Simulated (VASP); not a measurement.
# Rb (Im-3m) in VASP: single point with LDA

Aim: the single point of Rb with LDA.

Program: VASP 6.6.1. These are calculated values, not measurements. Logs are shortened: lines on timing, memory, paths and dates and some standing lists are left out, and cuts for length are marked.

## (1) The cell of the first run

It takes space group Im-3m (No. 229, cubic). Conventional cell: a = 5.590 Å, b = 5.590 Å, c = 5.590 Å, α = 90.00°, β = 90.00°, γ = 90.00°.

## (2) Single point, LDA

Input file INCAR:

```
SYSTEM = Rb
PREC = Accurate ; ENCUT = 520
EDIFF = 1E-7 ; ISMEAR = 0
SIGMA = 0.05 ; LREAL = .FALSE.
LASPH = .TRUE. ; NELM = 100
ALGO = Normal ; ISIF = 2
LWAVE = .FALSE. ; LCHARG = .FALSE.
GGA = CA ; NBANDS = 10
```

Input file KPOINTS:

```
Automatic mesh
0
G
  10 10 10
  0 0 0
```

Input file POSCAR:

```
Rb
1.0
   -2.7950000000      2.7950000000      2.7950000000
    2.7950000000     -2.7950000000      2.7950000000
    2.7950000000      2.7950000000     -2.7950000000
Rb
1
Direct
    0.0000000000      0.0000000000      0.0000000000
```

Potentials or basis: VASP PAW LDA potentials, release 64 (Rb_sv).

Started as:

```
$ cat potpaw_LDA.64/Rb_sv/POTCAR > POTCAR
$ mpirun -np 1 vasp_std > vasp.out
```

OUTCAR:

```text
SYSTEM = Rb
   PREC = Accurate
   ENCUT = 520
   EDIFF = 1E-7
   ISMEAR = 0
   LREAL = .FALSE.
   LASPH = .TRUE.
   NELM = 100
   ISIF = 2
   GGA = CA

 ion  position               nearest neighbor table
   1  0.000  0.000  0.000-

  LATTYP: Found a body centered cubic cell.
 ALAT       =     5.5900000000

  Lattice vectors:

 A1 = (  -2.7950000000,   2.7950000000,   2.7950000000)
 A2 = (   2.7950000000,  -2.7950000000,   2.7950000000)
 A3 = (   2.7950000000,   2.7950000000,  -2.7950000000)

Analysis of symmetry for initial positions (statically):
=====================================================================
 Subroutine PRICEL returns:
 Original cell was already a primitive cell.

 Routine SETGRP: Setting up the symmetry group for a
 body centered cubic supercell.

 Subroutine GETGRP returns: Found 48 space group operations
 (whereof 48 operations were pure point group operations)
 out of a pool of 48 trial point group operations.

The static configuration has the point symmetry O_h .

Analysis of symmetry for dynamics (positions and initial velocities):
=====================================================================
 Subroutine PRICEL returns:
 Original cell was already a primitive cell.

 Routine SETGRP: Setting up the symmetry group for a
 body centered cubic supercell.

 Subroutine GETGRP returns: Found 48 space group operations
 (whereof 48 operations were pure point group operations)
 out of a pool of 48 trial point group operations.

The dynamic configuration has the point symmetry O_h .

 Subroutine INISYM returns: Found 48 space group operations
 (whereof 48 operations are pure point group operations),
 and found     1 'primitive' translations

----------------------------------------------------------------------------------------

                                     Primitive cell

  volume of cell :      87.3384

  direct lattice vectors                    reciprocal lattice vectors
    -2.795000000  2.795000000  2.795000000     0.000000000  0.178890877  0.178890877
     2.795000000 -2.795000000  2.795000000     0.178890877  0.000000000  0.178890877
     2.795000000  2.795000000 -2.795000000     0.178890877  0.178890877  0.000000000

  length of vectors
     4.841082007  4.841082007  4.841082007     0.252989904  0.252989904  0.252989904

  position of ions in fractional coordinates (direct lattice)
     0.000000000  0.000000000  0.000000000

  ion indices of the primitive-cell ions
[... 79 lines left out ...]
   NFREE  =      0    steps in history (QN), initial steepest desc. (CG)
   ISIF   =      2    stress and relaxation
   ISYM   =      2    0-nonsym 1-usesym 2-fastsym
   POTIM  = 0.5000    time-step for ionic-motion
   TEBEG  =    0.0;   TEEND  =   0.0 temperature during run
   PSTRESS=    0.0 pullay stress
   NELECT =       9.0000    total number of electrons
   NUPDOWN=      -1.0000    fix difference up-down
   EMIN   =  10.00;   EMAX   =-10.00  energy-range for DOS
   EFERMI =   0.00;   METHOD = LEGACY
   ISMEAR =     0;   SIGMA  =   0.05  broadening in eV -4-tet -1-fermi 0-gaus
   EFERMI_NEDOS =   21; number of points for ismear=-14 and -15
   IALGO  =     38    algorithm
   IMIX   =      4    mixing-type and parameters
     AMIX     =   0.40;   BMIX     =  1.00
     AMIX_MAG =   1.60;   BMIX_MAG =  1.00
  volume/ion in A,a.u.               =      87.34       589.39
  Fermi-wavevector in a.u.,A,eV,Ry     =   0.767516  1.450394  8.014922  0.589080
  Thomas-Fermi vector in A             =   1.868089
   LORBIT       =      0    0 simple, 1 ext, 2 COOP (PROOUT), +10 PAW based schemes
   GGA     = CA    functional components
   LHFCALC =     F    Hartree Fock is set to
   AEXX    =    0.0000 exact exchange contribution
   IVDW    =     0    specifies the selected vdW correction
   LEPSILON=     F    determine dielectric tensor
   LRPA    =     F    only Hartree local field effects (RPA)
 non-spin polarized calculation
 Gauss-broadening in eV      SIGMA  =   0.05
  energy-cutoff  :      520.00
  volume of cell :       87.34
 maximum number of plane-waves:      2384
   NGX = 19   NGY = 19   NGZ = 19

 number of electron       9.0000000 magnetization

 Free energy of the ion-electron system (eV)
  ---------------------------------------------------
  ext. energy  EPLUGINS =         0.00000000
  ---------------------------------------------------
  free energy    TOTEN  =        -1.04551025 eV

  energy without entropy =       -1.04343116  energy(sigma->0) =       -1.04447070

 E-fermi :  -0.1116     XC(G=0):  -5.7834

 val. band max:       -0.1211545830   @ k =   0.3000   0.2000   0.0000
 cond. band min:      -0.1100066270   @ k =  -0.3000   0.4000   0.2000
 fundamental gap:      0.0111479561
 Fermi energy:        -0.1116473706

 k-point     1 :       0.0000    0.0000    0.0000
  band No.  band energies     occupation
      1     -28.8931      2.00000
      2     -12.9892      2.00000
      3     -12.9892      2.00000
      4     -12.9892      2.00000
      5      -2.1573      2.00000
      6       3.4963      0.00000
      7       3.4963      0.00000
      8       3.4963      0.00000
      9       4.4992      0.00000
     10       4.4992      0.00000
[... 287 lines left out ...]
 k-point    24 :      -0.3000    0.3000    0.1000
  band No.  band energies     occupation
      1     -28.8892      2.00000
      2     -13.0629      2.00000
      3     -13.0181      2.00000
      4     -12.9978      2.00000
      5      -1.0086      2.00000
      6       2.0140      0.00000
      7       2.7493      0.00000
      8       3.6506      0.00000
      9       4.4835      0.00000
     10       4.9047      0.00000

 [... further k-points ...]

------------------------ aborting loop because EDIFF is reached ----------------------------------------

  FORCE on cell =-STRESS in cart. coord.  units (eV):
  Direction    XX          YY          ZZ          XY          YZ          ZX
  --------------------------------------------------------------------------------------
  -------------------------------------------------------------------------------------
  Total       -0.1810718     -0.1810718     -0.1810718      0.0000000      0.0000000      0.0000000
  in kB       -3.3216654     -3.3216654     -3.3216654      0.0000000      0.0000000      0.0000000
  external PRESSURE =      -3.3216654 kB  Pullay stress =       0.0000000 kB

 VOLUME and BASIS-vectors are now :
 -----------------------------------------------------------------------------
  energy-cutoff  :      520.00
  volume of cell :       87.34
      direct lattice vectors                 reciprocal lattice vectors
    -2.795000000  2.795000000  2.795000000     0.000000000  0.178890877  0.178890877
     2.795000000 -2.795000000  2.795000000     0.178890877  0.000000000  0.178890877
     2.795000000  2.795000000 -2.795000000     0.178890877  0.178890877  0.000000000

 POSITION                                       TOTAL-FORCE (eV/Angst)
 -----------------------------------------------------------------------------------
      0.00000      0.00000      0.00000         0.000000      0.000000     -0.000000
 -----------------------------------------------------------------------------------
    total drift:                               -0.000000      0.000000      0.000000

  FREE ENERGIE OF THE ION-ELECTRON SYSTEM (eV)
  ---------------------------------------------------
  free  energy   TOTEN  =        -1.0455102475 eV

  energy  without entropy=       -1.0434311550  energy(sigma->0) =       -1.04447070
```

OSZICAR:

```text
N       E                     dE             d eps       ncg     rms          rms(c)
DAV:   1     0.407038545501E+02    0.40704E+02   -0.33501E+03   940   0.665E+02
DAV:   2     0.166773424211E+01   -0.39036E+02   -0.38238E+02  1044   0.125E+02
DAV:   3    -0.933125663313E+00   -0.26009E+01   -0.25869E+01  1244   0.311E+01
DAV:   4    -0.104506549565E+01   -0.11194E+00   -0.11188E+00  1352   0.583E+00
DAV:   5    -0.104632779987E+01   -0.12623E-02   -0.12623E-02  1236   0.568E-01    0.129E+00
DAV:   6    -0.104555611971E+01    0.77168E-03   -0.20115E-03  1352   0.241E-01    0.771E-01
DAV:   7    -0.104546715926E+01    0.88960E-04   -0.27056E-03  1286   0.276E-01    0.488E-02
DAV:   8    -0.104550358364E+01   -0.36424E-04   -0.11172E-04  1138   0.765E-02    0.170E-02
DAV:   9    -0.104551026253E+01   -0.66789E-05   -0.10259E-05  1322   0.226E-02    0.523E-03
DAV:  10    -0.104551023475E+01    0.27781E-07   -0.34852E-06  1334   0.997E-03    0.132E-03
DAV:  11    -0.104551024748E+01   -0.12725E-07   -0.94519E-08   888   0.192E-03
   1 F= -.10455102E+01 E0= -.10444707E+01  d E =-.207909E-02
```

Run time: 20 s. Hardware: 1 thread of Intel Xeon Platinum 8375C at 2.90GHz (Ice Lake), shared host; peak memory 0.18 GiB.

Results:

```
Free energy : -1.0455 eV
Pressure    : -0.3 GPa
```
